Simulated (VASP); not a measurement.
# B5Pt (P6/mmm) in VASP: a series of runs

B5Pt is run at these levels: PBE; tasks: single point, relaxation of cell and atoms.

Everything below comes from runs of VASP 6.6.1. Logs are shortened: lines on timing, memory, paths and dates and some standing lists are left out, and cuts for length are marked.

### 1 The cell of the first run

Symmetry: P6/mmm, No. 191, hexagonal system. Conventional cell: a = 5.650 Å, b = 5.650 Å, c = 2.405 Å, α = 90.00°, β = 90.00°, γ = 120.00°. Within 2.2 Å of B (site symmetry -6m2) lie 3 B at 1.63 Å. Within 2.2 Å of B (site symmetry mmm) lie 2 B at 1.63 Å. Within 3.2 Å of Pt (site symmetry 6/mmm) lie 2 Pt at 2.41 Å and 12 B at 3.07 Å.

### 2 Single point, PBE

The input, INCAR:

```
SYSTEM = B5Pt
PREC     = Accurate       ! precision mode
ENCUT    = 520            ! plane-wave cutoff, eV
EDIFF    = 1E-7           ! SCF threshold, eV
ISMEAR   = 0              ! smearing method
SIGMA    = 0.1            ! smearing width, eV
LREAL    = .False.        ! projectors in reciprocal space
LASPH    = .True.         ! aspherical terms in the spheres
NELM     = 100            ! most SCF steps
ALGO     = Normal         ! electronic algorithm
ISIF     = 2              ! what is computed and relaxed
LWAVE    = .False.        ! write WAVECAR
LCHARG   = .False.        ! write CHGCAR
GGA      = PE             ! functional
NBANDS   = 22             ! bands
```

The input, KPOINTS:

```
Automatic mesh
0
Gamma
  6 6 8
  0 0 0
```

The input, POSCAR:

```
B5Pt
1.0
    5.6503097344      0.0000000000      0.0000000000
   -2.8251548672      4.8933117692      0.0000000000
    0.0000000000      0.0000000000      2.4050180087
B Pt
5 1
Direct
    0.3333333333      0.6666666667      0.5000000000
    0.6666666667      0.3333333333      0.5000000000
    0.5000000000      0.0000000000      0.5000000000
    0.0000000000      0.5000000000      0.5000000000
    0.5000000000      0.5000000000      0.5000000000
    0.0000000000      0.0000000000      0.0000000000
```

Potentials or basis: VASP PAW PBE potentials, release 64 (B, Pt).

Launch:

```console
> cat potpaw_PBE.64/B/POTCAR potpaw_PBE.64/Pt/POTCAR > POTCAR
> mpirun -np 1 vasp_std > vasp.out
```

OUTCAR:

```text
SYSTEM = B5Pt
   PREC = Accurate
   ENCUT = 520
   EDIFF = 1E-7
   ISMEAR = 0
   LREAL = .False.
   LASPH = .True.
   NELM = 100
   ISIF = 2
   GGA = PE

 ion  position               nearest neighbor table
   1  0.333  0.667  0.500-   3 1.63   4 1.63   5 1.63
   2  0.667  0.333  0.500-   3 1.63   4 1.63   5 1.63
   3  0.500  0.000  0.500-   1 1.63   2 1.63
   4  0.000  0.500  0.500-   1 1.63   2 1.63
   5  0.500  0.500  0.500-   1 1.63   2 1.63
   6  0.000  0.000  0.000-

  LATTYP: Found a hexagonal cell.
 ALAT       =     5.6503097344
 C/A-ratio  =     0.4256435703

  Lattice vectors:

 A1 = (   5.6503097344,   0.0000000000,   0.0000000000)
 A2 = (  -2.8251548672,   4.8933117692,   0.0000000000)
 A3 = (   0.0000000000,   0.0000000000,   2.4050180087)

Analysis of symmetry for initial positions (statically):
=====================================================================
 Subroutine PRICEL returns:
 Original cell was already a primitive cell.

 Routine SETGRP: Setting up the symmetry group for a
 hexagonal supercell.

 Subroutine GETGRP returns: Found 24 space group operations
 (whereof 24 operations were pure point group operations)
 out of a pool of 24 trial point group operations.

The static configuration has the point symmetry D_6h.

Analysis of symmetry for dynamics (positions and initial velocities):
=====================================================================
 Subroutine PRICEL returns:
 Original cell was already a primitive cell.

 Routine SETGRP: Setting up the symmetry group for a
 hexagonal supercell.

 Subroutine GETGRP returns: Found 24 space group operations
 (whereof 24 operations were pure point group operations)
 out of a pool of 24 trial point group operations.

The dynamic configuration has the point symmetry D_6h.

 Subroutine INISYM returns: Found 24 space group operations
 (whereof 24 operations are pure point group operations),
 and found     1 'primitive' translations

----------------------------------------------------------------------------------------

                                     Primitive cell

  volume of cell :      66.4957

  direct lattice vectors                    reciprocal lattice vectors
     5.650309734  0.000000000  0.000000000     0.176981448  0.102180287  0.000000000
    -2.825154867  4.893311769  0.000000000     0.000000000  0.204360574  0.000000000
     0.000000000  0.000000000  2.405018009     0.000000000  0.000000000  0.415797302

  length of vectors
     5.650309734  5.650309734  2.405018009     0.204360574  0.204360574  0.415797302

  position of ions in fractional coordinates (direct lattice)
     0.333333333  0.666666667  0.500000000
     0.666666667  0.333333333  0.500000000
     0.500000000  0.000000000  0.500000000
     0.000000000  0.500000000  0.500000000
     0.500000000  0.500000000  0.500000000
     0.000000000  0.000000000  0.000000000

  ion indices of the primitive-cell ions
   primitive index   ion index
                 1           1
                 2           2
                 3           3
                 4           4
                 5           5
                 6           6

----------------------------------------------------------------------------------------

 KPOINTS: Automatic mesh

Automatic generation of k-mesh.
 Grid dimensions read from file:
 generate k-points for:    6    6    8

 Generating k-lattice:

  Cartesian coordinates                     Fractional coordinates (reciprocal lattice)
     0.029496908  0.017030048  0.000000000     0.166666667  0.000000000  0.000000000
     0.000000000  0.034060096  0.000000000     0.000000000  0.166666667  0.000000000
     0.000000000  0.000000000  0.051974663     0.000000000  0.000000000  0.125000000

  Length of vectors
     0.034060096  0.034060096  0.051974663

  Shift w.r.t. Gamma in fractional coordinates (k-lattice)
     0.000000000  0.000000000  0.000000000

 Subroutine IBZKPT returns following result:
 ===========================================

 Found     35 irreducible k-points:

 Following reciprocal coordinates:
            Coordinates               Weight
  0.000000  0.000000  0.000000      1.000000
  0.166667  0.000000  0.000000      6.000000
  0.333333  0.000000  0.000000      6.000000
  0.500000  0.000000  0.000000      3.000000
  0.166667  0.166667  0.000000      6.000000
  0.333333  0.166667  0.000000     12.000000
[... 16 lines left out ...]
  0.166667  0.000000  0.375000     12.000000
  0.333333  0.000000  0.375000     12.000000
 [... further k-points ...]
   k-points           NKPTS =     35   k-points in BZ     NKDIM =     35   number of bands    NBANDS=     22
   number of dos      NEDOS =    301   number of ions     NIONS =      6
   total plane-waves  NPLWV =  31752
   dimension x,y,z NGX =    42 NGY =   42 NGZ =   18
   dimension x,y,z NGXF=    84 NGYF=   84 NGZF=   36
   ions per type =               5   1
   NGX,Y,Z   is equivalent  to a cutoff of  12.36, 12.36, 12.44 a.u.
[... 42 lines left out ...]
 non-spin polarized calculation
 Gauss-broadening in eV      SIGMA  =   0.10
  energy-cutoff  :      520.00
  volume of cell :       66.50
 maximum number of plane-waves:      1817
   NGX = 21   NGY = 21   NGZ =  9

 number of electron      24.9999998 magnetization

 Free energy of the ion-electron system (eV)
  ---------------------------------------------------
  ext. energy  EPLUGINS =         0.00000000
  ---------------------------------------------------
  free energy    TOTEN  =       -33.32563914 eV

  energy without entropy =      -33.31063977  energy(sigma->0) =      -33.31813945

 E-fermi :   4.9343     XC(G=0): -10.9963

 val. band max:        4.9317067199   @ k =   0.3333   0.1667   0.3750
 cond. band min:       5.0069481191   @ k =   0.5000   0.0000   0.0000
 fundamental gap:      0.0752413992
 Fermi energy:         4.9343469964

 k-point     1 :       0.0000    0.0000    0.0000
  band No.  band energies     occupation
      1      -7.4532      2.00000
      2      -4.3261      2.00000
      3      -3.1197      2.00000
      4      -3.1197      2.00000
      5      -2.0396      2.00000
      6      -0.1825      2.00000
[... 14 lines left out ...]
     21      13.4488      0.00000
     22      13.5816      0.00000

 k-point     2 :       0.1667    0.0000    0.0000
  band No.  band energies     occupation
      1      -7.3348      2.00000
      2      -4.8378      2.00000
      3      -3.1603      2.00000
      4      -2.6169      2.00000
      5      -2.0826      2.00000
      6      -0.3322      2.00000
[... 14 lines left out ...]
     21      13.5683      0.00000
     22      14.3053      0.00000

 k-point     3 :       0.3333    0.0000    0.0000
  band No.  band energies     occupation
      1      -7.0048      2.00000
      2      -5.5814      2.00000
      3      -3.2345      2.00000
      4      -2.5408      2.00000
      5      -1.6851      2.00000
      6      -0.2082      2.00000
[... 14 lines left out ...]
     21      13.5837      0.00000
     22      14.5895      0.00000

 k-point     4 :       0.5000    0.0000    0.0000
  band No.  band energies     occupation
      1      -6.6843      2.00000
      2      -6.0462      2.00000
      3      -3.2686      2.00000
      4      -2.6529      2.00000
      5      -1.4932      2.00000
      6       0.2663      2.00000
[... 14 lines left out ...]
     21      13.4636      0.00000
     22      15.3610      0.00000

 k-point     5 :       0.1667    0.1667    0.0000
  band No.  band energies     occupation
      1      -7.1088      2.00000
      2      -5.3746      2.00000
      3      -3.3922      2.00000
      4      -2.1032      2.00000
      5      -1.9904      2.00000
      6      -0.4700      2.00000
[... 417 lines left out ...]
 k-point    22 :       0.0000    0.0000    0.3750
  band No.  band energies     occupation
      1      -4.5213      2.00000
      2      -1.8105      2.00000
      3      -0.4443      2.00000
      4      -0.4443      2.00000
      5       0.1219      2.00000
      6       0.1219      2.00000
[... 14 lines left out ...]
     21      12.7896      0.00000
     22      12.7896      0.00000

 k-point    23 :       0.1667    0.0000    0.3750
  band No.  band energies     occupation
      1      -4.4275      2.00000
      2      -2.2093      2.00000
      3      -0.6693      2.00000
      4      -0.3093      2.00000
      5       0.4478      2.00000
      6       0.5097      2.00000
[... 14 lines left out ...]
     21      12.9218      0.00000
     22      13.0408      0.00000

 k-point    24 :       0.3333    0.0000    0.3750
  band No.  band energies     occupation
      1      -4.1700      2.00000
      2      -2.8540      2.00000
      3      -0.9129      2.00000
      4      -0.0067      2.00000
      5       0.9370      2.00000
      6       0.9522      2.00000
[... 14 lines left out ...]
     21      13.4575      0.00000
     22      13.7120      0.00000

 [... further k-points ...]
[... 5 lines left out ...]
  --------------------------------------------------------------------------------------
  -------------------------------------------------------------------------------------
  Total       -0.0614409     -0.0614409     -0.1274524      0.0000000      0.0000000      0.0000000
  in kB       -1.4803858     -1.4803858     -3.0708971      0.0000000      0.0000000      0.0000000
  external PRESSURE =      -2.0105562 kB  Pullay stress =       0.0000000 kB

 VOLUME and BASIS-vectors are now :
 -----------------------------------------------------------------------------
  energy-cutoff  :      520.00
  volume of cell :       66.50
      direct lattice vectors                 reciprocal lattice vectors
     5.650309734  0.000000000  0.000000000     0.176981448  0.102180287  0.000000000
    -2.825154867  4.893311769  0.000000000     0.000000000  0.204360574  0.000000000
     0.000000000  0.000000000  2.405018009     0.000000000  0.000000000  0.415797302

 POSITION                                       TOTAL-FORCE (eV/Angst)
 -----------------------------------------------------------------------------------
     -0.00000      3.26221      1.20251        -0.000000     -0.000000      0.000000
      2.82515      1.63110      1.20251         0.000000      0.000000     -0.000000
      2.82515      0.00000      1.20251         0.000000      0.000000      0.000000
     -1.41258      2.44666      1.20251         0.000000      0.000000      0.000000
      1.41258      2.44666      1.20251         0.000000      0.000000      0.000000
      0.00000      0.00000      0.00000         0.000000      0.000000      0.000000
 -----------------------------------------------------------------------------------
    total drift:                               -0.000000      0.000000     -0.000000

  FREE ENERGIE OF THE ION-ELECTRON SYSTEM (eV)
  ---------------------------------------------------
  free  energy   TOTEN  =       -33.3256391383 eV

  energy  without entropy=      -33.3106397687  energy(sigma->0) =      -33.31813945
```

It took 58 s on 1 thread of Intel Xeon 6975P-C, shared host; peak memory 0.2 GiB.

Results:

* Free energy: -33.3256 eV
* Pressure: -0.2 GPa

Stress tensor (GPa, compression positive):
```
-0.15  0.00  0.00
 0.00 -0.15  0.00
 0.00  0.00 -0.31
```

Caveat: spin-orbit coupling is left out, which moves the levels of the heavy elements.

### 3 Relaxation of cell and atoms, PBE

This run uses another cell than the first one, of 10.86 Å³/atom, 0.980 times its volume.

The input, INCAR:

```
  PREC = Accurate
  ENCUT = 600
  EDIFF = 1E-6
  ISMEAR = 0
  SIGMA = 0.1
  LREAL = F
  LASPH = T
  NELM = 100
  ALGO = Normal
  ISIF = 3
  LWAVE = F
  LCHARG = F
  GGA = PE
  IBRION = 2
  NSW = 90
  EDIFFG = -0.04
```

The input, KPOINTS:

```
regular mesh
0
Gamma
  3 3 8
```

POSCAR: that of step 2 with these lines changed.

```diff
@@ -2,5 +2,5 @@
 1.0
-    5.6503097344      0.0000000000      0.0000000000
-   -2.8251548672      4.8933117692      0.0000000000
-    0.0000000000      0.0000000000      2.4050180087
+    5.7794762523      0.0000000000      0.0000000000
+   -2.8897381262      5.0051732551      0.0000000000
+    0.0000000000      0.0000000000      2.2523117543
 B Pt
```

Potentials or basis: VASP PAW PBE potentials, release 64 (B, Pt).

Launch:

```console
> cat potpaw_PBE.64/B/POTCAR potpaw_PBE.64/Pt/POTCAR > POTCAR
> mpirun -np 1 vasp_std > vasp.out
```

Wall time 67 s (1 thread of Intel Xeon 6975P-C, shared host); peak memory 0.21 GiB.

Results (log left out):

```
Free energy                            : -33.3599 eV
Relaxed volume                         : 11.00 Å³/atom
Relaxed cell                           : a = 5.677 Å, b = 5.677 Å, c = 2.365 Å, α = 90.00°, β = 90.00°, γ = 120.00°
Space group after relaxing (to 0.05 Å) : P6/mmm (No. 191)
Energy gained by relaxing              : 30.3 meV/atom
Ionic steps                            : 4
Pressure after relaxing                : -0.4 GPa
```

Stress tensor (GPa, compression positive):
```
-0.57  0.00  0.00
 0.00 -0.57  0.00
 0.00  0.00 -0.02
```

Step by step:
```csv
step,energy change (eV),largest force (eV/Å),pressure (GPa),volume (Å³)
1,0.0000,0.0000,0.59,65.15
2,-0.1787,0.0000,1.42,65.40
3,-0.1804,0.0000,1.00,65.38
4,-0.1817,0.0000,-0.39,66.01
```

Final structure:
```
CELL_PARAMETERS angstrom
5.67663 0.00000 0.00000
-2.83831 4.91610 0.00000
0.00000 0.00000 2.36536
ATOMIC_POSITIONS crystal
B 0.33333 0.66667 0.50000
B 0.66667 0.33333 0.50000
B 0.50000 0.00000 0.50000
B 0.00000 0.50000 0.50000
B 0.50000 0.50000 0.50000
Pt 0.00000 0.00000 0.00000
```

Levels at points of the mesh, in eV from the Fermi level:
| k point | band 8 | band 9 | band 10 | band 11 | band 12 | band 13 | band 14 | band 15 | band 16 |
| --- | --- | --- | --- | --- | --- | --- | --- | --- | --- |
| (0.00, 0.00, 0.00) | -2.12 | -2.09 | -2.09 | 0.01 | 0.01 | 0.12 | 0.12 | 3.12 | 5.20 |
| (0.00, 0.00, 0.50) | -2.55 | -2.55 | -1.96 | -1.96 | -1.88 | -0.37 | -0.37 | -0.16 | 3.98 |

Caveat: the k points lie up to 0.43 Å⁻¹ apart in the final cell; spin-orbit coupling is left out, which moves the levels of the heavy elements.

### 4 Relaxation of cell and atoms, PBE

This run uses another cell than the first one, of 10.73 Å³/atom, 0.968 times its volume.

The input, INCAR:

```
SYSTEM = B5Pt
ALGO = Normal
EDIFF = 1E-6
EDIFFG = -0.04
ENCUT = 600
GGA = PE
IBRION = 2
ISIF = 3
ISMEAR = 0
LASPH = .TRUE.
LCHARG = .FALSE.
LREAL = .FALSE.
LWAVE = .FALSE.
NELM = 100
NSW = 90
PREC = Accurate
SIGMA = 0.1
```

The input, KPOINTS:

```
k-points
0
G
  6 6 4
  0 0 0
```

The input, POSCAR:

```
B5Pt
1.0
    4.3700370200      0.0000000000      0.0000000000
   -2.1850185100      3.7845630700      0.0000000000
    0.0000000000      0.0000000000      3.8926981000
B Pt
5 1
Direct
    0.3333333300      0.6666666700      0.5000000000
    0.6666666700      0.3333333300      0.5000000000
    0.5000000000      0.0000000000      0.5000000000
    0.0000000000      0.5000000000      0.5000000000
    0.5000000000      0.5000000000      0.5000000000
    0.0000000000      0.0000000000      0.0000000000
```

Launch:

```console
> cat potpaw_PBE.64/B/POTCAR potpaw_PBE.64/Pt/POTCAR > POTCAR
> mpirun -np 1 vasp_std > vasp.out
```

It took 7.5 min on 1 thread of Intel Xeon 6975P-C, shared host; peak memory 0.22 GiB.

The run converged. Its results:

* Free energy: -33.3122 eV
* Relaxed volume: 10.85 Å³/atom
* Relaxed cell: a = 5.783 Å, b = 5.783 Å, c = 2.248 Å, α = 90.00°, β = 90.00°, γ = 120.00°
* Space group after relaxing (to 0.05 Å): P6/mmm (No. 191)
* Energy gained by relaxing: 2289.3 meV/atom
* Ionic steps: 22
* Pressure after relaxing: -0.4 GPa

Stress tensor (GPa, compression positive):
```
-0.47  0.00  0.00
 0.00 -0.47  0.00
 0.00  0.00 -0.36
```

Step by step:
| step | energy change (eV) | largest force (eV/Å) | pressure (GPa) | volume (Å³) |
| --- | --- | --- | --- | --- |
| 1 | 0.0000 | 0.0000 | 93.71 | 64.38 |
| 2 | -7.5097 | 0.0000 | -19.79 | 135.12 |
| 3 | -11.3654 | 0.0000 | -3.41 | 99.49 |
| 4 | -11.3649 | 0.0000 | -2.61 | 98.72 |
| 5 | -11.5840 | 0.0000 | -2.82 | 95.01 |
| 6 | -12.2283 | 0.0000 | -2.88 | 85.54 |
| 7 | -13.4332 | 0.0000 | 6.12 | 66.34 |
| 8 | -13.5759 | 0.0000 | -1.54 | 67.59 |
| 9 | -13.5811 | 0.0000 | -3.79 | 67.99 |
| 10 | -13.5819 | 0.0000 | -3.41 | 67.93 |
| 11 | -13.5836 | 0.0000 | -2.39 | 67.76 |
| 12 | -13.5838 | 0.0000 | -2.63 | 67.80 |
| 13 | -13.6247 | 0.0000 | -1.69 | 66.43 |
| 14 | -13.5591 | 0.0000 | 8.04 | 62.18 |
| 15 | -13.6803 | 0.0000 | -0.60 | 65.47 |
| 16 | -13.7241 | 0.0000 | 2.92 | 63.84 |
| 17 | -13.7279 | 0.0000 | 1.10 | 64.49 |
| 18 | -13.7313 | 0.0000 | 1.87 | 64.21 |
| 19 | -13.6601 | 0.0000 | 2.83 | 63.91 |
| 20 | -13.7316 | 0.0000 | 1.95 | 64.19 |
| 21 | -13.7316 | 0.0000 | 1.94 | 64.19 |
| 22 | -13.7360 | 0.0000 | -0.43 | 65.13 |

Final structure:
```xyz
6
Lattice="5.7835 0.0000 0.0000 -2.8917 5.0087 0.0000 0.0000 0.0000 2.2483" Properties=species:S:1:pos:R:3 pbc="T T T"
B     0.0000    3.3391    1.1241
B     2.8917    1.6696    1.1241
B     2.8917    0.0000    1.1241
B    -1.4459    2.5043    1.1241
B     1.4459    2.5043    1.1241
Pt    0.0000    0.0000    0.0000
```

Levels at points of the mesh, in eV from the Fermi level:
```csv
k point,band 10,band 11,band 12,band 13,band 14,band 15
"(0.00, 0.00, 0.00)",-2.96,-0.81,-0.81,0.08,0.08,2.20
"(0.50, 0.00, 0.00)",-2.88,-1.58,0.07,0.08,1.98,2.26
"(0.00, 0.00, 0.50)",-2.94,-2.21,-2.21,-1.16,-1.16,-0.54
"(0.50, 0.00, 0.50)",-2.26,-2.00,-1.96,-1.86,-1.16,1.09
```

Caveat: the k points lie up to 0.70 Å⁻¹ apart in the final cell; spin-orbit coupling is left out, which moves the levels of the heavy elements.

### 5 The runs side by side

| task | cell | k mesh | cutoff (eV) | gap on the mesh (eV) | pressure (GPa) | relaxed volume (Å³/atom) |
| --- | --- | --- | --- | --- | --- | --- |
| single point | a = 5.650, b = 5.650, c = 2.405 Å, angles 90.0, 90.0, 120.0°, 6 atoms | 6 × 6 × 8 | 520 | none | -0.2 | - |
| relaxation of cell and atoms | relaxed from a = 5.779, b = 5.779, c = 2.252 Å, angles 90.0, 90.0, 120.0°, 6 atoms | 3 × 3 × 8 | 600 | none | -0.4 | 11.00 |
| relaxation of cell and atoms | relaxed from a = 4.370, b = 4.370, c = 3.893 Å, angles 90.0, 90.0, 120.0°, 6 atoms | 6 × 6 × 4 | 600 | none | -0.4 | 10.85 |

Alike in all rows: level PBE; potentials or basis VASP PAW PBE potentials, release 64 (B, Pt); no spin polarisation; smearing gaussian 0.1 eV.

Caveats: some runs use coarse meshes; spin-orbit coupling is left out, which moves the levels of the heavy elements.

Total energies depend on the potentials used, so only differences within one code and one set of settings carry meaning.
